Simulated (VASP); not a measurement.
# Si8O15 (a cell with a defect) in VASP: a series of runs

The runs below take Si8O15 (a cell with a defect) through single point, with PBE.

All numbers are computed with VASP 6.6.1; they aren't measurements. Logs are shortened: lines on timing, memory, paths and dates and some standing lists are left out, and cuts for length are marked.

## 1. The cell of the first run

The cell holds a defect, 23 atoms: a = 5.878 Å, b = 5.878 Å, c = 5.320 Å, α = 90.00°, β = 90.00°, γ = 90.00°.

## 2. Single point, PBE, collinear spin

INCAR

```
SYSTEM = Si8O15
ALGO = Normal
EDIFF = 1E-7
ENCUT = 520
GGA = PE
ISIF = 2
ISMEAR = 0
ISPIN = 2
LASPH = .TRUE.
LCHARG = .TRUE.
LELF = .TRUE.
LORBIT = 11
LREAL = Auto
LVHAR = .TRUE.
LWAVE = .FALSE.
MAGMOM = 0 0 0 0 0 0 0 0 0 0 0 0 0 0 0 0 0 0 0 0 0 1 0
NBANDS = 82
NELECT = 121.0
NELM = 150
PREC = Accurate
SIGMA = 0.02
```

KPOINTS

```
k-points
0
G
  2 2 3
  0 0 0
```

POSCAR

```
Si8O15
1.0
   -4.1564000000     -4.1564000000      0.0000000000
    4.1564000000     -4.1564000000      0.0000000000
    0.0000000000      0.0000000000      5.3204000000
Si O
8 15
Direct
    0.5013982755      0.5051073115      0.0076725844
    0.0013952370      0.4938968497      0.2505725450
    0.5013973492      0.5050222378      0.4935218963
    0.0013934537      0.4961767347      0.7505653665
    0.0013978021     -0.0011612241     -0.0009994437
    0.5013970986      0.0078316294      0.2505790110
    0.0013984488     -0.0011607725      0.5021630780
    0.5014037391     -0.0223019169      0.7505800350
    0.1998312697      0.4942710237     -0.0020938112
    0.0014024892      0.1915903196      0.2505810438
    0.8029584530      0.4942619205     -0.0020943874
    0.0013918533      0.8015826299      0.2505792271
    0.1998191541      0.4942781233      0.5032255259
    0.0014015272      0.1934437984      0.7505826035
    0.8029692305      0.4942633728      0.5032271922
    0.0013903928      0.8019539283      0.7505810694
    0.6935661601      0.0069363103     -0.0048158641
    0.5014037622      0.7014346926      0.2506034315
    0.3092318858      0.0069297042     -0.0048191704
    0.5013909808      0.3073516161      0.2505430901
    0.6935617522      0.0069612240      0.5059757546
    0.5014027887      0.6843755651      0.7505811220
    0.3092369966      0.0069503215      0.5059796005
```

Potentials or basis: VASP PAW PBE potentials, release 64 (Si, O).

On the command line:

```
$ cat potpaw_PBE.64/Si/POTCAR potpaw_PBE.64/O/POTCAR > POTCAR
$ mpirun -np 1 vasp_std > vasp.out
```

OUTCAR:

```text
SYSTEM = Si8O15
   EDIFF = 1E-7
   ENCUT = 520
   GGA = PE
   ISIF = 2
   ISMEAR = 0
   ISPIN = 2
   LASPH = .TRUE.
   LORBIT = 11
   LREAL = Auto
   NELECT = 121.0
   NELM = 150
   PREC = Accurate

 ion  position               nearest neighbor table
   1  0.501  0.505  0.008-  22 1.73  18 1.73  20 1.74  11 1.77   9 1.77   3 2.58   3 2.74   8 3.10

   2  0.001  0.494  0.251-  10 1.78  13 1.78  15 1.78   9 1.78  11 1.78  12 1.81   4 2.66   4 2.66

   3  0.501  0.505  0.494-  22 1.73  18 1.73  20 1.74  15 1.77  13 1.77   1 2.58   1 2.74   8 3.10
[... 12 lines left out ...]
  10  0.001  0.192  0.251-   5 1.75   7 1.75   2 1.78
  11  0.803  0.494  0.998-   4 1.76   1 1.77   2 1.78
  12  0.001  0.802  0.251-   5 1.77   7 1.77   2 1.81
  13  0.200  0.494  0.503-   4 1.76   3 1.77   2 1.78
  14  0.001  0.193  0.751-   5 1.75   7 1.75   4 1.78
  15  0.803  0.494  0.503-   4 1.76   3 1.77   2 1.78
  16  0.001  0.802  0.751-   7 1.76   5 1.76   4 1.80
  17  0.694  0.007  0.995-   8 1.73   6 1.77   5 1.81
  18  0.501  0.701  0.251-   1 1.73   3 1.73   6 1.80
  19  0.309  0.007  0.995-   8 1.73   6 1.77   5 1.81
  20  0.501  0.307  0.251-   1 1.74   3 1.74   6 1.76
  21  0.694  0.007  0.506-   8 1.73   6 1.77   7 1.81
  22  0.501  0.684  0.751-   8 1.72   1 1.73   3 1.73
  23  0.309  0.007  0.506-   8 1.73   6 1.77   7 1.81

  LATTYP: Found a simple tetragonal cell.
 ALAT       =     5.8780372506
 C/A-ratio  =     0.9051320659

  Lattice vectors:

 A1 = (  -4.1564000000,  -4.1564000000,   0.0000000000)
 A2 = (   4.1564000000,  -4.1564000000,   0.0000000000)
 A3 = (   0.0000000000,   0.0000000000,   5.3204000000)

Analysis of symmetry for initial positions (statically):
=====================================================================
 Subroutine PRICEL returns:
 Original cell was already a primitive cell.

 Routine SETGRP: Setting up the symmetry group for a
 simple tetragonal supercell.

 Subroutine GETGRP returns: Found  1 space group operations
 (whereof  1 operations were pure point group operations)
 out of a pool of 16 trial point group operations.

The static configuration has the point symmetry C_1 .

Analysis of symmetry for dynamics (positions and initial velocities):
=====================================================================
 Subroutine PRICEL returns:
 Original cell was already a primitive cell.

 Routine SETGRP: Setting up the symmetry group for a
 simple tetragonal supercell.
[... 182 lines left out ...]

 number of electron     120.9999999 magnetization       1.0001080

 Free energy of the ion-electron system (eV)
  ---------------------------------------------------
  ext. energy  EPLUGINS =         0.00000000
  ---------------------------------------------------
  free energy    TOTEN  =      -183.45522547 eV

  energy without entropy =     -183.45522547  energy(sigma->0) =     -183.45522547

 E-fermi :   9.5772     XC(G=0): -12.0693

 val. band max:        9.4579459853   @ k =   0.5000   0.5000   0.3333
 cond. band min:      10.0041524774   @ k =   0.0000   0.0000   0.0000
 fundamental gap:      0.5462064921
 Fermi energy:         9.5771917336

 spin component 1

 k-point     1 :       0.0000    0.0000    0.0000
  band No.  band energies     occupation
      1     -14.4749      1.00000
      2     -12.7842      1.00000
      3     -12.7348      1.00000
      4     -12.1322      1.00000
      5     -11.8759      1.00000
      6     -11.4785      1.00000
[... 589 lines left out ...]
     71      18.2175      0.00000
     72      18.3251      0.00000
 Fermi energy:         9.5771917336

 spin component 2

 k-point     1 :       0.0000    0.0000    0.0000
  band No.  band energies     occupation
      1     -14.4420      1.00000
      2     -12.7487      1.00000
      3     -12.7074      1.00000
      4     -12.0680      1.00000
      5     -11.8443      1.00000
      6     -11.4420      1.00000
[... 589 lines left out ...]
     71      18.3025      0.00000
     72      18.3939      0.00000
 [bands above 72 left out]

------------------------ aborting loop because EDIFF is reached ----------------------------------------

  FORCE on cell =-STRESS in cart. coord.  units (eV):
  Direction    XX          YY          ZZ          XY          YZ          ZX
  --------------------------------------------------------------------------------------
  -------------------------------------------------------------------------------------
  Total        0.5734460      0.5592031      4.0840321     -2.4810235     -0.0026887      0.0001639
  in kB        4.9979759      4.8738388     35.5951462    -21.6238242     -0.0234338      0.0014287
  external PRESSURE =      15.1556536 kB  Pullay stress =       0.0000000 kB

 VOLUME and BASIS-vectors are now :
 -----------------------------------------------------------------------------
  energy-cutoff  :      520.00
  volume of cell :      183.83
      direct lattice vectors                 reciprocal lattice vectors
    -4.156400000 -4.156400000  0.000000000    -0.120296410 -0.120296410  0.000000000
     4.156400000 -4.156400000  0.000000000     0.120296410 -0.120296410  0.000000000
     0.000000000  0.000000000  5.320400000     0.000000000  0.000000000  0.187955793

 POSITION                                       TOTAL-FORCE (eV/Angst)
 -----------------------------------------------------------------------------------
      0.01542     -4.18344      0.04082        -0.008448      0.010881     -0.035040
      2.04703     -2.05863      1.33315        -0.003597      0.002260     -0.001127
      0.01507     -4.18308      2.62573        -0.005516      0.007296      0.033290
      2.05652     -2.06810      3.99331         0.001234     -0.001104      0.000456
      4.14576     -4.15738      5.31508         0.007090     -0.005561      0.002652
     -2.05146     -2.11656      1.33318         0.000433      0.000422     -0.000782
[... 15 lines left out ...]
      0.76051     -4.92857      3.99339         0.013987     -0.013041      0.000760
     -1.25642     -1.31420      2.69201         0.017523      0.012656     -0.001192
 -----------------------------------------------------------------------------------
    total drift:                               -0.005377      0.000102      0.009990

  FREE ENERGIE OF THE ION-ELECTRON SYSTEM (eV)
  ---------------------------------------------------
  free  energy   TOTEN  =      -183.4552254679 eV

  energy  without entropy=     -183.4552254679  energy(sigma->0) =     -183.45522547

 total charge

# of ion       s       p       d       tot
------------------------------------------
    1        0.603   0.864   0.000   1.467
    2        0.581   0.851   0.000   1.432
    3        0.603   0.864   0.000   1.467
    4        0.583   0.876   0.000   1.459
    5        0.584   0.869   0.000   1.453
    6        0.584   0.872   0.000   1.455
[... 15 lines left out ...]
   22        1.557   3.716   0.000   5.273
   23        1.552   3.674   0.000   5.226
--------------------------------------------------
tot         27.989  62.242   0.000  90.231

 magnetization (x)

# of ion       s       p       d       tot
------------------------------------------
    1        0.026   0.050   0.000   0.076
    2        0.004   0.005   0.000   0.009
    3        0.026   0.050   0.000   0.076
    4       -0.000  -0.000   0.000  -0.001
    5        0.000   0.000   0.000   0.000
    6       -0.000  -0.000   0.000  -0.000
[... 15 lines left out ...]
   22        0.011   0.040   0.000   0.051
   23        0.001   0.017   0.000   0.018
--------------------------------------------------
tot          0.096   0.331   0.000   0.427
```

Wall time 7.1 min (1 thread of Intel Xeon Platinum 8259CL at 2.50GHz (Skylake/Cascade Lake), shared host); peak memory 0.42 GiB.

What came out:

- Free energy: -183.4552 eV
- Largest force: 0.038 eV/Å
- Net moment: 1.00 μB per cell
- Site moments: Si +0.08, +0.01, -0.00, +0.00, +0.03; O +0.02, +0.00, +0.01, -0.00, +0.05 μB
- Valence electrons inside the program's atomic spheres: Si 1.47, 1.43, 1.46, 1.45, 1.50; O 5.23, 5.25, 5.21, 5.26, 5.24, 5.27

Forces in eV/Å, atoms in the order of the input:
```
Si  -0.008  0.011 -0.035
Si  -0.004  0.002 -0.001
Si  -0.006  0.007  0.033
Si   0.001 -0.001  0.000
Si   0.007 -0.006  0.003
Si   0.000  0.000 -0.001
Si   0.007 -0.006 -0.004
Si  -0.015  0.018  0.000
O   -0.007 -0.006 -0.001
O    0.009 -0.008  0.001
O    0.007  0.006 -0.001
O   -0.013  0.007 -0.001
O   -0.009 -0.008  0.002
O    0.014 -0.015  0.000
O    0.008  0.009  0.001
O   -0.018  0.012 -0.002
O   -0.010 -0.016  0.002
O    0.026 -0.028 -0.001
O    0.016  0.012  0.001
O   -0.025  0.026  0.004
O   -0.013 -0.017  0.000
O    0.014 -0.013  0.001
O    0.018  0.013 -0.001
```

Levels at points of the mesh, in eV from the Fermi level:
Spin up:
```
           k point  band 59  band 60  band 61  band 62  band 63  band 64
(0.00, 0.00, 0.00)    -2.54    -1.69    -1.08     3.92     4.04     4.88
(0.50, 0.00, 0.00)    -2.64    -2.57    -0.30     4.10     4.77     5.13
(0.00, 0.50, 0.00)    -2.46    -2.24    -0.74     3.48     4.02     5.62
(0.50, 0.50, 0.00)    -2.66    -2.66    -0.47     3.84     4.75     5.94
```
Spin down:
```tsv
k point	band 57	band 58	band 59	band 60	band 61	band 62	band 63	band 64
(0.00, 0.00, 0.00)	-3.04	-2.77	-2.52	-1.66	0.43	4.47	4.90	4.97
(0.50, 0.00, 0.00)	-3.33	-3.07	-2.61	-2.46	1.17	4.69	5.24	5.85
(0.00, 0.50, 0.00)	-3.16	-3.07	-2.44	-2.22	0.75	3.97	4.97	5.65
(0.50, 0.50, 0.00)	-2.96	-2.77	-2.64	-2.59	1.05	4.38	5.86	6.09
```

Caveat: the k points lie up to 0.53 Å⁻¹ apart; the cell carries a net charge on a neutralising background, which shifts energy and pressure; the cell is charged against a uniform background, so pressure and absolute levels hang on convention.

## 3. Single point, PBE, collinear spin

INCAR

```
PREC     = Accurate       # precision mode
ENCUT    = 520            # plane-wave cutoff, eV
EDIFF    = 1E-7           # SCF threshold, eV
ISMEAR   = 0              # smearing method
SIGMA    = 0.02           # smearing width, eV
LREAL    = Auto         
LASPH    = True           # aspherical terms in the spheres
NELM     = 150            # most SCF steps
ALGO     = Normal         # electronic algorithm
ISIF     = 2              # what is computed and relaxed
LWAVE    = False          # write WAVECAR
LCHARG   = False          # write CHGCAR
ISPIN    = 2              # spin polarisation
MAGMOM   = 0 0 0 0 0 0 0 0 0 0 0 0 0 0 0 0 0 0 0 0 0 1 0 # initial moments
LORBIT   = 11             # projections on sites
GGA      = PE             # functional
NBANDS   = 82             # bands
NELECT   = 121.0
```

KPOINTS

```
Automatic mesh
0
Gamma
  2 2 3
```

POSCAR

```
Si8O15
1.0
   -4.1564000000     -4.1564000000      0.0000000000
    4.1564000000     -4.1564000000      0.0000000000
    0.0000000000      0.0000000000      5.3204000000
Si O
8 15
Direct
    0.5000000000      0.4938805760      0.0071070448
    0.0000000000      0.5050890313      0.2500000000
    0.5000000000      0.4938805760      0.4928929552
    0.0000000000      0.5028930798      0.7500000000
    0.0000000000      0.0002053492     -0.0015806371
    0.5000000000     -0.0087983321      0.2500000000
    0.0000000000      0.0002053492      0.5015806371
    0.5000000000      0.0212418235      0.7500000000
    0.1984432263      0.5047868202     -0.0026669858
    0.0000000000      0.1974817381      0.2500000000
    0.8015567737      0.5047868202     -0.0026669858
    0.0000000000      0.8074670435      0.2500000000
    0.1984432263      0.5047868202      0.5026669858
    0.0000000000      0.1971071082      0.7500000000
    0.8015567737      0.5047868202      0.5026669858
    0.0000000000      0.8056185351      0.7500000000
    0.6921617997     -0.0078682603     -0.0053646605
    0.5000000000      0.6917019927      0.2500000000
    0.3078382003     -0.0078682603     -0.0053646605
    0.5000000000      0.2976332486      0.2500000000
    0.6921617997     -0.0078682603      0.5053646605
    0.5000000000      0.3146186415      0.7500000000
    0.3078382003     -0.0078682603      0.5053646605
```

Potentials or basis: VASP PAW PBE potentials, release 64 (Si, O).

On the command line:

```
$ cat potpaw_PBE.64/Si/POTCAR potpaw_PBE.64/O/POTCAR > POTCAR
$ mpirun -np 1 vasp_std > vasp.out
```

OUTCAR:

```text
PREC = Accurate
   ENCUT = 520
   EDIFF = 1E-7
   ISMEAR = 0
   LREAL = Auto
   LASPH = True
   NELM = 150
   ISIF = 2
   ISPIN = 2
   LORBIT = 11
   GGA = PE
   NELECT = 121.0

 ion  position               nearest neighbor table
   1  0.500  0.494  0.007-  22 1.73  20 1.73  18 1.74  11 1.77   9 1.77   3 2.58   3 2.74   8 3.10

   2  0.000  0.505  0.250-  12 1.78  11 1.78   9 1.78  13 1.78  15 1.78  10 1.81   4 2.66   4 2.66

   3  0.500  0.494  0.493-  22 1.73  20 1.73  18 1.74  15 1.77  13 1.77   1 2.58   1 2.74   8 3.10
[... 1489 lines left out ...]
      2.09935     -2.09935      1.33010         0.007444     -0.007444     -0.000000
     -0.02543     -4.13097      2.62239         0.017544     -0.017544      0.042322
      2.09022     -2.09022      3.99030        -0.003207      0.003207     -0.000000
      0.00085     -0.00085      5.31199        -0.006155      0.006155      0.004419
      2.04163     -6.19803      1.33010        -0.003088      0.003088     -0.000000
[... 15 lines left out ...]
     -0.77052     -3.38588      3.99030        -0.013530      0.013530     -0.000000
      2.84420     -5.40320      2.68874         0.011599      0.018437      0.002446
 -----------------------------------------------------------------------------------
    total drift:                                0.018984     -0.018984      0.000002

  FREE ENERGIE OF THE ION-ELECTRON SYSTEM (eV)
  ---------------------------------------------------
  free  energy   TOTEN  =      -183.4550954474 eV

  energy  without entropy=     -183.4550954474  energy(sigma->0) =     -183.45509545

 total charge

# of ion       s       p       d       tot
------------------------------------------
    1        0.603   0.864   0.000   1.467
    2        0.581   0.851   0.000   1.432
    3        0.603   0.864   0.000   1.467
    4        0.583   0.876   0.000   1.459
    5        0.584   0.869   0.000   1.453
    6        0.584   0.872   0.000   1.456
[... 15 lines left out ...]
   22        1.557   3.716   0.000   5.273
   23        1.552   3.674   0.000   5.226
--------------------------------------------------
tot         27.989  62.243   0.000  90.231

 magnetization (x)

# of ion       s       p       d       tot
------------------------------------------
    1        0.026   0.050   0.000   0.076
    2        0.004   0.005   0.000   0.009
    3        0.026   0.050   0.000   0.076
    4       -0.000  -0.000   0.000  -0.001
    5        0.000   0.000   0.000   0.000
    6       -0.000  -0.000   0.000  -0.000
[... 15 lines left out ...]
   22        0.011   0.040   0.000   0.051
   23        0.001   0.017   0.000   0.018
--------------------------------------------------
tot          0.096   0.331   0.000   0.426
```

OSZICAR:

```text
N       E                     dE             d eps       ncg     rms          rms(c)
DAV:   1     0.631687410084E+03    0.63169E+03   -0.67369E+04  2624   0.144E+03
DAV:   2    -0.162321450307E+03   -0.79401E+03   -0.77339E+03  3114   0.326E+02
DAV:   3    -0.199848206559E+03   -0.37527E+02   -0.37316E+02  3344   0.714E+01
DAV:   4    -0.200199789219E+03   -0.35158E+00   -0.35090E+00  3232   0.770E+00
DAV:   5    -0.200203550873E+03   -0.37617E-02   -0.37599E-02  3200   0.756E-01    0.348E+01
DAV:   6    -0.183172852499E+03    0.17031E+02   -0.62452E+01  3048   0.282E+01    0.160E+01
DAV:   7    -0.183353679486E+03   -0.18083E+00   -0.27025E+00  3136   0.561E+00    0.592E+00
DAV:   8    -0.183429009173E+03   -0.75330E-01   -0.15359E-01  3064   0.168E+00    0.264E+00
DAV:   9    -0.183447208867E+03   -0.18200E-01   -0.42983E-02  3120   0.953E-01    0.103E+00
DAV:  10    -0.183454154484E+03   -0.69456E-02   -0.71364E-03  3096   0.378E-01    0.400E-01
DAV:  11    -0.183454892688E+03   -0.73820E-03   -0.89806E-04  3128   0.121E-01    0.226E-01
DAV:  12    -0.183455040918E+03   -0.14823E-03   -0.17311E-04  3064   0.579E-02    0.739E-02
DAV:  13    -0.183455088194E+03   -0.47276E-04   -0.51316E-05  3048   0.314E-02    0.138E-02
DAV:  14    -0.183455094204E+03   -0.60101E-05   -0.60711E-06  3144   0.105E-02    0.665E-03
DAV:  15    -0.183455095156E+03   -0.95230E-06   -0.10450E-06  3168   0.507E-03    0.466E-03
DAV:  16    -0.183455095414E+03   -0.25737E-06   -0.34347E-07  2952   0.251E-03    0.206E-03
DAV:  17    -0.183455095447E+03   -0.33828E-07   -0.54340E-08  1936   0.119E-03
   1 F= -.18345510E+03 E0= -.18345510E+03  d E =-.157088E-18  mag=     1.0000
```

stdout:

```text
POSCAR found type information on POSCAR SiO
 POSCAR found :  2 types and      23 ions
 scaLAPACK will be used
 LDA part: xc-table for (Slater+PW92), standard interpolation
 POSCAR, INCAR and KPOINTS ok, starting setup
 FFT: planning ... GRIDC
 FFT: planning ... GRID_SOFT
 FFT: planning ... GRID
 WAVECAR not read
 entering main loop
 the old and the new charge density differ
 old charge density:   122.00000 new  121.00000
    0.348E+01
```

Wall time 8 min (1 thread of Intel Xeon Platinum 8259CL at 2.50GHz (Skylake/Cascade Lake), shared host); peak memory 0.42 GiB.

What came out:

| Item | Value |
| --- | --- |
| Free energy | -183.4551 eV |
| Largest force | 0.050 eV/Å |
| Net moment | 1.00 μB per cell |
| Site moments | Si +0.08, +0.01, -0.00, +0.00, +0.03; O +0.02, +0.01, +0.00, -0.00, +0.05 μB |
| Valence electrons inside the program's atomic spheres | Si 1.47, 1.43, 1.46, 1.45, 1.50; O 5.23, 5.21, 5.25, 5.24, 5.26, 5.27 |

Forces in eV/Å, atoms in the order of the input:
```
Si   0.018 -0.018 -0.042
Si   0.007 -0.007  0.000
Si   0.018 -0.018  0.042
Si  -0.003  0.003  0.000
Si  -0.006  0.006  0.004
Si  -0.003  0.003  0.000
Si  -0.006  0.006 -0.004
Si   0.020 -0.020  0.000
O   -0.006 -0.005  0.000
O    0.009 -0.009  0.000
O    0.005  0.006  0.000
O   -0.010  0.010  0.000
O   -0.006 -0.005  0.000
O    0.014 -0.014  0.000
O    0.005  0.006  0.000
O   -0.013  0.013  0.000
O   -0.018 -0.012 -0.002
O    0.020 -0.020  0.000
O    0.012  0.018 -0.002
O   -0.035  0.035  0.000
O   -0.018 -0.012  0.002
O   -0.014  0.014  0.000
O    0.012  0.018  0.002
```

Caveat: the k points lie up to 0.53 Å⁻¹ apart; the cell carries a net charge on a neutralising background, which shifts energy and pressure; the cell is charged against a uniform background, so pressure and absolute levels hang on convention.

(Continued in part 2 of 2.)
